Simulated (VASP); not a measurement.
# InCuO (P4/mmm) in VASP: further runs

Runs on InCuO. Level: PBE. Tasks: relaxation of cell and atoms.

All numbers are computed with VASP 6.6.1; they aren't measurements. Logs are shortened: lines on timing, memory, paths and dates and some standing lists are left out, and cuts for length are marked.

## Step 1: The cell of the first run

It takes space group P4/mmm (No. 123, tetragonal). The conventional cell has a = 3.488 Å, b = 3.488 Å, c = 2.567 Å, α = 90.00°, β = 90.00°, γ = 90.00°. In (site symmetry 4/mmm) has 4 O at 2.47 Å and 2 In at 2.57 Å and 8 Cu at 2.78 Å within 3.3 Å. Within 1.7 Å of Cu (site symmetry 4/mmm) lie 2 O at 1.28 Å. Within 1.7 Å of O (site symmetry 4/mmm) lie 2 Cu at 1.28 Å.

## Step 2: Relaxation of cell and atoms, PBE, collinear spin, ferromagnetic start

Input file INCAR:

```
PREC = Accurate
ENCUT = 600
EDIFF = 1E-6
ISMEAR = 0
SIGMA = 0.1
LREAL = F
LASPH = T
NELM = 150
ALGO = Normal
ISIF = 3
LWAVE = F
LCHARG = F
ISPIN = 2
MAGMOM = 0 1 0
LORBIT = 11
LMAXMIX = 4
GGA = PE
IBRION = 2
NSW = 90
EDIFFG = -0.04
```

Input file KPOINTS:

```
regular mesh
0
Gamma
  6 6 6
```

Input file POSCAR:

```
InCuO
1.0
    3.4884765100      0.0000000000      0.0000000000
    0.0000000000      3.4884765100      0.0000000000
    0.0000000000      0.0000000000      2.5667353200
In Cu O
1 1 1
Direct
    0.5000000000      0.5000000000      0.5000000000
    0.0000000000      0.0000000000      0.0000000000
    0.0000000000      0.0000000000      0.5000000000
```

Potentials or basis: VASP PAW PBE potentials, release 64 (In_d, Cu, O).

Started as:

```console
$ cat potpaw_PBE.64/In_d/POTCAR potpaw_PBE.64/Cu/POTCAR potpaw_PBE.64/O/POTCAR > POTCAR
$ mpirun -np 1 vasp_std > vasp.out
```

OUTCAR:

```text
PREC = Accurate
   ENCUT = 600
   EDIFF = 1E-6
   ISMEAR = 0
   LREAL = F
   LASPH = T
   NELM = 150
   ISIF = 3
   ISPIN = 2
   LORBIT = 11
   GGA = PE
   IBRION = 2
   NSW = 90
   EDIFFG = -0.04

 ion  position               nearest neighbor table
   1  0.500  0.500  0.500-   3 2.47   3 2.47   3 2.47   3 2.47   2 2.78   2 2.78   2 2.78   2 2.78
                             2 2.78   2 2.78   2 2.78   2 2.78
   2  0.000  0.000  0.000-   3 1.28   3 1.28   1 2.78   1 2.78   1 2.78   1 2.78   1 2.78   1 2.78
                             1 2.78   1 2.78
   3  0.000  0.000  0.500-   2 1.28   2 1.28   1 2.47   1 2.47   1 2.47   1 2.47

  LATTYP: Found a simple tetragonal cell.
 ALAT       =     3.4884765100
 C/A-ratio  =     0.7357754345

  Lattice vectors:

 A1 = (   3.4884765100,   0.0000000000,   0.0000000000)
 A2 = (   0.0000000000,   3.4884765100,   0.0000000000)
 A3 = (   0.0000000000,   0.0000000000,   2.5667353200)

Analysis of symmetry for initial positions (statically):
=====================================================================
 Subroutine PRICEL returns:
 Original cell was already a primitive cell.

 Routine SETGRP: Setting up the symmetry group for a
 simple tetragonal supercell.

 Subroutine GETGRP returns: Found 16 space group operations
 (whereof 16 operations were pure point group operations)
 out of a pool of 16 trial point group operations.

The static configuration has the point symmetry D_4h.

Analysis of symmetry for dynamics (positions and initial velocities):
=====================================================================
 Subroutine PRICEL returns:
 Original cell was already a primitive cell.

 Routine SETGRP: Setting up the symmetry group for a
 simple tetragonal supercell.

 Subroutine GETGRP returns: Found 16 space group operations
 (whereof 16 operations were pure point group operations)
 out of a pool of 16 trial point group operations.

The dynamic configuration has the point symmetry D_4h.

Analysis of structural, dynamic, and magnetic symmetry:
=====================================================================
 Subroutine PRICEL returns:
 Original cell was already a primitive cell.

 Routine SETGRP: Setting up the symmetry group for a
 simple tetragonal supercell.

 Subroutine GETGRP returns: Found 16 space group operations
 (whereof 16 operations were pure point group operations)
 out of a pool of 16 trial point group operations.

The overall configuration has the point symmetry D_4h.

 Subroutine INISYM returns: Found 16 space group operations
 (whereof 16 operations are pure point group operations),
 and found     1 'primitive' translations

----------------------------------------------------------------------------------------

                                     Primitive cell

  volume of cell :      31.2358

  direct lattice vectors                    reciprocal lattice vectors
     3.488476510  0.000000000  0.000000000     0.286658086  0.000000000  0.000000000
     0.000000000  3.488476510  0.000000000     0.000000000  0.286658086  0.000000000
     0.000000000  0.000000000  2.566735320     0.000000000  0.000000000  0.389599969

  length of vectors
     3.488476510  3.488476510  2.566735320     0.286658086  0.286658086  0.389599969

  position of ions in fractional coordinates (direct lattice)
     0.500000000  0.500000000  0.500000000
     0.000000000  0.000000000  0.000000000
     0.000000000  0.000000000  0.500000000

  ion indices of the primitive-cell ions
   primitive index   ion index
                 1           1
                 2           2
                 3           3

----------------------------------------------------------------------------------------

 KPOINTS: regular mesh

Automatic generation of k-mesh.
 Grid dimensions read from file:
 generate k-points for:    6    6    6

 Generating k-lattice:

  Cartesian coordinates                     Fractional coordinates (reciprocal lattice)
     0.047776348  0.000000000  0.000000000     0.166666667  0.000000000  0.000000000
     0.000000000  0.047776348  0.000000000     0.000000000  0.166666667  0.000000000
     0.000000000  0.000000000  0.064933328     0.000000000  0.000000000  0.166666667

  Length of vectors
     0.047776348  0.047776348  0.064933328

  Shift w.r.t. Gamma in fractional coordinates (k-lattice)
     0.000000000  0.000000000  0.000000000

 Subroutine IBZKPT returns following result:
 ===========================================

 Found     40 irreducible k-points:

 Following reciprocal coordinates:
            Coordinates               Weight
  0.000000  0.000000  0.000000      1.000000
  0.166667  0.000000  0.000000      4.000000
  0.333333  0.000000  0.000000      4.000000
  0.500000  0.000000  0.000000      2.000000
  0.166667  0.166667  0.000000      4.000000
  0.333333  0.166667  0.000000      8.000000
[... 16 lines left out ...]
  0.333333  0.000000  0.333333      8.000000
  0.500000  0.000000  0.333333      4.000000
 [... further k-points ...]
   k-points           NKPTS =     40   k-points in BZ     NKDIM =     40   number of bands    NBANDS=     20
   number of dos      NEDOS =    301   number of ions     NIONS =      3
   total plane-waves  NPLWV =  18816
   dimension x,y,z NGX =    28 NGY =   28 NGZ =   24
   dimension x,y,z NGXF=    56 NGYF=   56 NGZF=   48
   ions per type =               1   1   1
   NGX,Y,Z   is equivalent  to a cutoff of  13.34, 13.34, 15.54 a.u.
   NGXF,Y,Z  is equivalent  to a cutoff of  26.69, 26.69, 31.09 a.u.
 SYSTEM =  unknown system
   PREC   = accura    normal or accurate (medium, high low for compatibility)
   ISTART =      0    job   : 0-new  1-cont  2-samecut
   ICHARG =      2    charge: 1-file 2-atom 10-const
   ISPIN  =      2    spin polarized calculation?
   LNONCOLLINEAR =      F non collinear calculations
   LSORBIT =      F    spin-orbit coupling
   LASPH  =      T    aspherical Exc in radial PAW
   ENCUT  =  600.0 eV  44.10 Ry    6.64 a.u.   6.97  6.97  5.13*2*pi/ulx,y,z
   NELM   =    150;   NELMIN=  2; NELMDL= -5     # of ELM steps
   EDIFF  = 0.1E-05   stopping-criterion for ELM
   LREAL  =      F    real-space projection
   EDIFFG = -.4E-01   stopping-criterion for IOM
   NSW    =     90    number of steps for IOM
   IBRION =      2    ionic relax: 0-MD 1-quasi-New 2-CG
   NFREE  =      1    steps in history (QN), initial steepest desc. (CG)
   ISIF   =      3    stress and relaxation
   ISYM   =      2    0-nonsym 1-usesym 2-fastsym
   POTIM  = 0.5000    time-step for ionic-motion
   TEBEG  =    0.0;   TEEND  =   0.0 temperature during run
   PSTRESS=    0.0 pullay stress
   NELECT =      30.0000    total number of electrons
   NUPDOWN=      -1.0000    fix difference up-down
   EMIN   =  10.00;   EMAX   =-10.00  energy-range for DOS
   EFERMI =   0.00;   METHOD = LEGACY
   ISMEAR =     0;   SIGMA  =   0.10  broadening in eV -4-tet -1-fermi 0-gaus
   EFERMI_NEDOS =   21; number of points for ismear=-14 and -15
   IALGO  =     38    algorithm
   IMIX   =      4    mixing-type and parameters
     AMIX     =   0.40;   BMIX     =  1.00
     AMIX_MAG =   1.60;   BMIX_MAG =  1.00
  volume/ion in A,a.u.               =      10.41        70.26
  Fermi-wavevector in a.u.,A,eV,Ry     =   1.615218  3.052319 35.496616  2.608928
  Thomas-Fermi vector in A             =   2.710001
   LORBIT       =     11    0 simple, 1 ext, 2 COOP (PROOUT), +10 PAW based schemes
   GGA     = PE    functional components
   LHFCALC =     F    Hartree Fock is set to
   AEXX    =    0.0000 exact exchange contribution
   IVDW    =     0    specifies the selected vdW correction
   LEPSILON=     F    determine dielectric tensor
   LRPA    =     F    only Hartree local field effects (RPA)
 conjugate gradient relaxation of ions
 spin polarized calculation
 Gauss-broadening in eV      SIGMA  =   0.10
  energy-cutoff  :      600.00
  volume of cell :       31.24
 maximum number of plane-waves:      1056
 NGX is ok and might be reduce to    28
   NGX = 13   NGY = 13   NGZ = 11

--------------------------------------- Ionic step        1  -------------------------------------------

 number of electron      30.0000019 magnetization       0.0012517

 number of electron      30.0000019 magnetization      -0.0002096

 Free energy of the ion-electron system (eV)
  ---------------------------------------------------
  ext. energy  EPLUGINS =         0.00000000
  ---------------------------------------------------
  free energy    TOTEN  =         4.28497948 eV

  energy without entropy =        4.28883133  energy(sigma->0) =        4.28690541

 E-fermi :  13.7842     XC(G=0): -13.0124

 val. band max:       13.7829005908   @ k =   0.5000   0.3333   0.0000
 cond. band min:      13.7905854506   @ k =   0.5000   0.5000   0.5000
 fundamental gap:      0.0076848598
 Fermi energy:        13.7842054648

 spin component 1

 k-point     1 :       0.0000    0.0000    0.0000
  band No.  band energies     occupation
      1     -13.0038      1.00000
      2      -3.3790      1.00000
      3      -2.6487      1.00000
      4      -2.4069      1.00000
      5      -1.7768      1.00000
      6      -1.7768      1.00000
[... 3433 lines left out ...]
      6     -10.1718      1.00000
[... 12 lines left out ...]
     19      10.2164      0.00000
     20      12.4913      0.00000

 [... further k-points ...]

[... ionic steps 4 to 9 ...]

--------------------------------------- Ionic step       10  -------------------------------------------

 number of electron      29.9999983 magnetization      -0.0000000

 number of electron      29.9999983 magnetization       0.0000000

------------------------ aborting loop because EDIFF is reached ----------------------------------------

  FORCE on cell =-STRESS in cart. coord.  units (eV):
  Direction    XX          YY          ZZ          XY          YZ          ZX
  --------------------------------------------------------------------------------------
  -------------------------------------------------------------------------------------
  Total       -0.1363181     -0.1363181     -1.2352753      0.0000000      0.0000000      0.0000000
  in kB       -4.1275392     -4.1275392    -37.4025578      0.0000000      0.0000000      0.0000000
  external PRESSURE =     -15.2192121 kB  Pullay stress =       0.0000000 kB
[... 63 lines left out ...]
--------------------------------------- Ionic step       12  -------------------------------------------

 number of electron      29.9999961 magnetization      -0.0000003

 number of electron      29.9999961 magnetization       0.0000001

 Free energy of the ion-electron system (eV)
  ---------------------------------------------------
  ext. energy  EPLUGINS =         0.00000000
  ---------------------------------------------------
  free energy    TOTEN  =       -12.30367207 eV

  energy without entropy =      -12.29939718  energy(sigma->0) =      -12.30153463

 E-fermi :   5.4327     XC(G=0): -10.2561

 val. band max:        5.3205409843   @ k =   0.3333   0.0000   0.5000
 cond. band min:       5.4621680321   @ k =   0.3333   0.1667   0.5000
 fundamental gap:      0.1416270478
 Fermi energy:         5.4326978360

 spin component 1

 k-point     1 :       0.0000    0.0000    0.0000
  band No.  band energies     occupation
      1     -13.5013      1.00000
      2      -8.8111      1.00000
      3      -8.8086      1.00000
      4      -8.7072      1.00000
      5      -8.7072      1.00000
      6      -8.6915      1.00000
[... 1129 lines left out ...]
  FREE ENERGIE OF THE ION-ELECTRON SYSTEM (eV)
  ---------------------------------------------------
  free  energy   TOTEN  =       -12.3036720736 eV

  energy  without entropy=      -12.2993971798  energy(sigma->0) =      -12.30153463

 reached required accuracy - stopping structural energy minimisation

 total charge

# of ion       s       p       d       tot
------------------------------------------
    1        1.064   0.286   9.869  11.219
    2        0.437   0.364   9.220  10.021
    3        1.592   3.423   0.000   5.015
--------------------------------------------------
tot          3.094   4.073  19.088  26.255

 magnetization (x)

# of ion       s       p       d       tot
------------------------------------------
    1        0.000   0.000  -0.000   0.000
    2       -0.000   0.000   0.000   0.000
    3       -0.000  -0.000   0.000  -0.000
--------------------------------------------------
tot          0.000   0.000   0.000   0.000
```

Wall time 17 min (1 thread of Oxide Virtual Turin-like, shared host); peak memory 0.17 GiB.

What came out:

| Item | Value |
| --- | --- |
| Free energy | -12.3037 eV |
| Relaxed volume | 17.54 Å³/atom |
| Relaxed cell | a = 3.825 Å, b = 3.825 Å, c = 3.596 Å, α = 90.00°, β = 90.00°, γ = 90.00° |
| Space group after relaxing (to 0.05 Å) | P4/mmm (No. 123) |
| Energy gained by relaxing | 5529.6 meV/atom |
| Ionic steps | 12 |
| Pressure after relaxing | 0.0 GPa |
| Band gap on the k mesh | zero (filled and empty bands overlap) |
| Net moment | 0.00 μB per cell |
| Valence electrons inside the program's atomic spheres | In 11.22; Cu 10.02; O 5.01 |

The path:
```csv
step,energy change (eV),largest force (eV/Å),pressure (GPa),volume (Å³)
1,0.0000,0.0000,256.76,31.24
2,47.7962,0.0000,-131.83,138.91
3,-9.4002,0.0000,-42.56,77.00
4,-14.5897,0.0000,-23.09,62.41
5,-16.1955,0.0000,-10.28,53.98
6,-16.5367,0.0000,2.76,48.71
7,-16.5370,0.0000,1.61,49.09
8,-16.5640,0.0000,0.27,50.42
9,-16.5810,0.0000,-1.95,53.61
10,-16.5824,0.0000,-1.52,52.91
11,-16.5763,0.0000,2.13,52.19
12,-16.5887,0.0000,-0.01,52.61
```

Final structure:
```
In Cu O
1.0
     3.82529    0.00000    0.00000
     0.00000    3.82529    0.00000
     0.00000    0.00000    3.59562
In Cu O
1 1 1
Direct
  0.50000 0.50000 0.50000
  0.00000 0.00000 0.00000
  0.00000 0.00000 0.50000
```

Caveat: the k points lie up to 0.29 Å⁻¹ apart in the final cell; the volume moved by over 15 % at a fixed basis, so the end points are rough; spin-orbit coupling is left out, which moves the levels of the heavy elements. With open d or f shells a metallic result of PBE can be an artefact of self-interaction; +U or a hybrid may open a gap.

## Step 3: Relaxation of cell and atoms, PBE

This run uses another cell than the first one, of 17.89 Å³/atom, 1.719 times its volume.

Input file INCAR:

```
ALGO     = Normal         # electronic algorithm
EDIFF    = 1E-6           # SCF threshold, eV
EDIFFG   = -0.01          # ionic threshold
ENCUT    = 600            # plane-wave cutoff, eV
GGA      = PE             # functional
IBRION   = 2              # ionic algorithm
ISIF     = 3              # what is computed and relaxed
ISMEAR   = 0              # smearing method
LASPH    = T              # aspherical terms in the spheres
LCHARG   = F              # write CHGCAR
LREAL    = F              # projectors in reciprocal space
LWAVE    = F              # write WAVECAR
NELM     = 100            # most SCF steps
NSW      = 100            # ionic steps
PREC     = Accurate       # precision mode
SIGMA    = 0.1            # smearing width, eV
```

Input file KPOINTS:

```
k-points
0
Gamma
  12 12 12
```

Input file POSCAR:

```
InCuO
1.0
    3.8386899393      0.0000000000      0.0000000000
    0.0000000000      3.8386899393      0.0000000000
    0.0000000000      0.0000000000      3.6431208131
In Cu O
1 1 1
Direct
    0.5000000000      0.5000000000      0.5000000000
    0.0000000000      0.0000000000      0.0000000000
    0.0000000000      0.0000000000      0.5000000000
```

Potentials or basis: VASP PAW PBE potentials, release 64 (In_d, Cu, O).

Started as:

```console
$ cat potpaw_PBE.64/In_d/POTCAR potpaw_PBE.64/Cu/POTCAR potpaw_PBE.64/O/POTCAR > POTCAR
$ mpirun -np 1 vasp_std > vasp.out
```

It took 13 min on 1 thread of Oxide Virtual Turin-like, shared host; peak memory 0.37 GiB.

It converged, with:

- Free energy: -12.4806 eV
- Relaxed volume: 17.70 Å³/atom
- Relaxed cell: a = 3.806 Å, b = 3.806 Å, c = 3.666 Å, α = 90.00°, β = 90.00°, γ = 90.00°
- Space group after relaxing (to 0.05 Å): P4/mmm (No. 123)
- Energy gained by relaxing: 0.7 meV/atom
- Ionic steps: 6
- Pressure after relaxing: 0.0 GPa
- Band gap on the k mesh: zero (band 15 reaches 5.33 eV, above the bottom of band 16 at 5.18 eV)

Step by step:
| step | energy change (eV) | largest force (eV/Å) | pressure (GPa) | volume (Å³) |
| --- | --- | --- | --- | --- |
| 1 | 0.0000 | 0.0000 | 0.13 | 53.68 |
| 2 | -0.0010 | 0.0000 | -0.46 | 53.80 |
| 3 | -0.0010 | 0.0000 | -0.37 | 53.78 |
| 4 | -0.0016 | 0.0000 | -0.30 | 53.50 |
| 5 | -0.0016 | 0.0000 | 0.33 | 52.67 |
| 6 | -0.0020 | 0.0000 | 0.01 | 53.09 |

Final structure:
```cif
data_structure
_symmetry_space_group_name_H-M 'P 1'
_symmetry_Int_Tables_number 1
_cell_length_a 3.8056
_cell_length_b 3.8056
_cell_length_c 3.6657
_cell_angle_alpha 90.000
_cell_angle_beta 90.000
_cell_angle_gamma 90.000
_cell_volume 53.09
loop_
_atom_site_label
_atom_site_type_symbol
_atom_site_fract_x
_atom_site_fract_y
_atom_site_fract_z
_atom_site_occupancy
In1 In 0.50000 0.50000 0.50000 1
Cu1 Cu 0.00000 0.00000 0.00000 1
O1 O 0.00000 0.00000 0.50000 1
```

Levels at points of the mesh, in eV from the Fermi level:
```tsv
k point	band 12	band 13	band 14	band 15	band 16	band 17	band 18	band 19
(0.00, 0.00, 0.00)	-2.42	-2.42	-2.27	-1.45	4.14	5.34	5.34	5.46
(0.50, 0.00, 0.00)	-2.43	-2.42	-2.15	-0.76	0.31	5.27	6.05	6.68
(0.50, 0.50, 0.00)	-2.49	-2.17	-2.01	-1.49	2.41	2.41	3.99	7.15
(0.00, 0.00, 0.50)	-2.49	-2.26	-0.75	-0.75	2.00	6.67	6.67	7.87
(0.50, 0.00, 0.50)	-1.74	-1.50	-1.48	-0.63	0.73	2.22	5.15	6.47
(0.50, 0.50, 0.50)	-1.67	-1.21	-0.97	-0.97	1.40	2.46	2.46	5.07
```

Caveat: spin-orbit coupling is left out, which moves the levels of the heavy elements. With open d or f shells a metallic result of PBE can be an artefact of self-interaction; +U or a hybrid may open a gap.
